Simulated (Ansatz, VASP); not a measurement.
# HgS: VASP beside Ansatz

```xyz
2
Lattice="0.0000 2.9290 2.9290 2.9290 0.0000 2.9290 2.9290 2.9290 0.0000" Properties=species:S:1:pos:R:3 pbc="T T T"
Hg    0.0000    0.0000    0.0000
S     4.3935    4.3935    4.3935
```

Alike in both runs: task single point; functional PBEsol; k mesh 8 × 8 × 8; occupations gaussian, width 0.05 eV; no spin polarisation.

|  | VASP | Ansatz |
| --- | --- | --- |
| version | VASP 6.6.1 | Ansatz 0.2.0 |
| potentials or method | VASP PAW PBE potentials, release 64 (Hg, S), cutoff 500 eV | scalar-relativistic, plane waves, PAW |
| valence electrons in the cell | 18 | 26 |

VASP gave:

* gap on the k mesh at the Fermi level (eV): none
* pressure (GPa): 0.9

Task: Which values does Ansatz return?

Result: gap on the k mesh at the Fermi level (eV): none; pressure (GPa): 0.6.

VASP's potentials were made for PBE, not for PBEsol. A gap of «none» marks a metal or a gap that the smearing closes. With one functional, cell and mesh, what is left measures potentials, basis and numerics. VASP's potentials hold 18 valence electrons a cell and Ansatz's 26, so a difference there can come from the potentials and not from the codes.

Neither program's run includes spin-orbit coupling.
